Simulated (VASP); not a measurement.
# AlN (P6_3/mmc) in VASP: a series of runs, part 2 of 2

VASP 6.6.1. Earlier steps stand in the parts before.

## (4) Single point, PBE

This run uses another cell than the first one, of the same volume but with other edges.

Contents of INCAR:

```
SYSTEM = AlN
ALGO     = Normal         ! electronic algorithm
EDIFF    = 1E-6           ! SCF threshold, eV
ENCUT    = 520            ! plane-wave cutoff, eV
GGA      = PE             ! functional
ISIF     = 2              ! what is computed and relaxed
ISMEAR   = 0              ! smearing method
LASPH    = .TRUE.         ! aspherical terms in the spheres
LCHARG   = .FALSE.        ! write CHGCAR
LREAL    = .FALSE.        ! projectors in reciprocal space
LWAVE    = .FALSE.        ! write WAVECAR
NBANDS   = 16             ! bands
NELM     = 100            ! most SCF steps
PREC     = Accurate       ! precision mode
SIGMA    = 0.05           ! smearing width, eV
```

Contents of KPOINTS:

```
k-points
0
G
  9 9 6
  0 0 0
```

Contents of POSCAR:

```
AlN
1.0
    3.0347602529      0.0000000000      0.0000000000
   -1.5173801265      2.6281794734      0.0000000000
    0.0000000000      0.0000000000      4.9879671972
Al N
2 2
Direct
    0.3333333333      0.6666666667      0.7500000000
    0.6666666667      0.3333333333      0.2500000000
    0.3333333333      0.6666666667      0.2500000000
    0.6666666667      0.3333333333      0.7500000000
```

Potentials or basis: VASP PAW PBE potentials, release 64 (Al, N).

Started as:

```bash
> cat potpaw_PBE.64/Al/POTCAR potpaw_PBE.64/N/POTCAR > POTCAR
> mpirun -np 1 vasp_std > vasp.out
```

OUTCAR:

```text
SYSTEM = AlN
   EDIFF = 1E-6
   ENCUT = 520
   GGA = PE
   ISIF = 2
   ISMEAR = 0
   LASPH = .TRUE.
   LREAL = .FALSE.
   NELM = 100
   PREC = Accurate

 ion  position               nearest neighbor table
   1  0.333  0.667  0.750-   4 1.75   4 1.75   4 1.75   3 2.49   3 2.49   2 3.05   2 3.05   2 3.05
                             2 3.05   2 3.05   2 3.05
   2  0.667  0.333  0.250-   3 1.75   3 1.75   3 1.75   4 2.49   4 2.49   1 3.05   1 3.05   1 3.05
                             1 3.05   1 3.05   1 3.05
   3  0.333  0.667  0.250-   2 1.75   2 1.75   2 1.75   1 2.49   1 2.49
   4  0.667  0.333  0.750-   1 1.75   1 1.75   1 1.75   2 2.49   2 2.49

  LATTYP: Found a hexagonal cell.
 ALAT       =     3.0347602529
 C/A-ratio  =     1.6436116139

  Lattice vectors:

 A1 = (   3.0347602529,   0.0000000000,   0.0000000000)
 A2 = (  -1.5173801265,   2.6281794734,   0.0000000000)
 A3 = (   0.0000000000,   0.0000000000,   4.9879671972)

Analysis of symmetry for initial positions (statically):
=====================================================================
 Subroutine PRICEL returns:
 Original cell was already a primitive cell.

[... 179 lines left out ...]
 cond. band min:      10.8687233208   @ k =   0.0000   0.0000   0.0000
 fundamental gap:      3.1525638451
 Fermi energy:         7.9742364438

 k-point     1 :       0.0000    0.0000    0.0000
  band No.  band energies     occupation
      1      -8.9375      2.00000
      2      -6.8571      2.00000
      3       0.7517      2.00000
      4       5.2194      2.00000
      5       5.2194      2.00000
      6       5.8014      2.00000
[... 433 lines left out ...]
      3       1.4628      2.00000
      4       2.2606      2.00000
      5       2.2606      2.00000
      6       3.2733      2.00000
[... 8 lines left out ...]
     15      18.7358      0.00000
     16      22.9978      0.00000

 [... further k-points ...]

------------------------ aborting loop because EDIFF is reached ----------------------------------------

  FORCE on cell =-STRESS in cart. coord.  units (eV):
  Direction    XX          YY          ZZ          XY          YZ          ZX
  --------------------------------------------------------------------------------------
  -------------------------------------------------------------------------------------
  Total       11.4819172     11.4819172     -1.2516732     -0.0000000      0.0000000      0.0000000
  in kB      462.4044422    462.4044422    -50.4078933     -0.0000000      0.0000000      0.0000000
  external PRESSURE =     291.4669970 kB  Pullay stress =       0.0000000 kB

 VOLUME and BASIS-vectors are now :
 -----------------------------------------------------------------------------
  energy-cutoff  :      520.00
  volume of cell :       39.78
      direct lattice vectors                 reciprocal lattice vectors
     3.034760253  0.000000000  0.000000000     0.329515321  0.190245759  0.000000000
    -1.517380126  2.628179473  0.000000000     0.000000000  0.380491519  0.000000000
     0.000000000  0.000000000  4.987967197     0.000000000  0.000000000  0.200482473

 POSITION                                       TOTAL-FORCE (eV/Angst)
 -----------------------------------------------------------------------------------
     -0.00000      1.75212      3.74098         0.000000      0.000000      0.000000
      1.51738      0.87606      1.24699        -0.000000      0.000000      0.000000
     -0.00000      1.75212      1.24699         0.000000      0.000000      0.000000
      1.51738      0.87606      3.74098         0.000000     -0.000000      0.000000
 -----------------------------------------------------------------------------------
    total drift:                               -0.000000      0.000000     -0.000000

  FREE ENERGIE OF THE ION-ELECTRON SYSTEM (eV)
  ---------------------------------------------------
  free  energy   TOTEN  =       -28.2805434298 eV

  energy  without entropy=      -28.2805434298  energy(sigma->0) =      -28.28054343
```

Run time: 18 s. Hardware: 1 thread of AMD EPYC 9R14 (Zen 4), shared host; peak memory 0.13 GiB.

Results:

```yaml
Free_energy: -28.2805 eV
Pressure: 29.1 GPa
Band_gap_on_the_k_mesh: 3.15 eV, direct
```

Stress tensor (GPa, compression positive):
```
46.24  0.00  0.00
 0.00 46.24  0.00
 0.00  0.00 -5.04
```

Levels at points of the mesh, in eV from the valence-band top:
```csv
k point,band 6,band 7,band 8,band 9,band 10,band 11
"(0.00, 0.00, 0.00)",-1.91,-1.91,0.00,3.15,6.53,10.24
"(0.00, 0.00, 0.50)",-2.21,-2.21,-2.21,6.20,6.20,9.60
```

## (5) The runs side by side

```tsv
cell	gap on the mesh (eV)	pressure (GPa)
a = 3.259, b = 3.259, c = 4.326 Å, angles 90.0, 90.0, 120.0°, 4 atoms	3.15	2.2
a = 3.568, b = 3.568, c = 3.609 Å, angles 90.0, 90.0, 120.0°, 4 atoms	3.18	14.1
a = 3.035, b = 3.035, c = 4.988 Å, angles 90.0, 90.0, 120.0°, 4 atoms	3.15	29.1
```

Alike in all rows: task single point; level PBE; potentials or basis VASP PAW PBE potentials, release 64 (Al, N); no spin polarisation; k mesh 9 × 9 × 6; cutoff (eV) 520; smearing gaussian 0.05 eV.

Total energies depend on the potentials used, so only differences within one code and one set of settings carry meaning.
